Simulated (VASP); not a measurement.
Fe:

```xyz
1
Lattice="2.3343 0.0000 0.0000 0.0000 2.3343 0.0000 0.0000 0.0000 2.3343" Properties=species:S:1:pos:R:3 pbc="T T T"
Fe    0.0000    0.0000    0.0000
```

```yaml
Program: VASP 6.6.1
Task: relaxation of cell and atoms
Functional: revPBE
Potentials_or_basis: VASP PAW PBE potentials, release 64 (Fe)
Cutoff: 600 eV
k_mesh: 13 × 13 × 13
Occupations: fermi-dirac, width 0.1 eV
Spin: no spin polarisation
```

At the start: pressure -11.7 GPa; volume 12.72 Å³/atom.

Question: Where does the relaxation end?

Answer: Over 3 steps the energy falls by 34.3 meV/atom and the volume is 11.85 Å³/atom (-6.8 %); space group Pm-3m (No. 221, to 0.05 Å).

The path:
| step | energy change (eV) | largest force (eV/Å) | pressure (GPa) | volume (Å³) |
| --- | --- | --- | --- | --- |
| 1 | 0.0000 | 0.0000 | -11.71 | 12.72 |
| 2 | -0.0012 | 0.0000 | 14.93 | 11.08 |
| 3 | -0.0343 | 0.0000 | -0.13 | 11.85 |

Final structure:
```
CELL_PARAMETERS angstrom
2.27985 0.00000 0.00000
0.00000 2.27985 0.00000
0.00000 0.00000 2.27985
ATOMIC_POSITIONS crystal
Fe 0.00000 0.00000 0.00000
```

Caveat: the PAW data sets were made with another functional, which shifts forces and pressure a little; the run has no spin polarisation, though such a crystal can be magnetic.
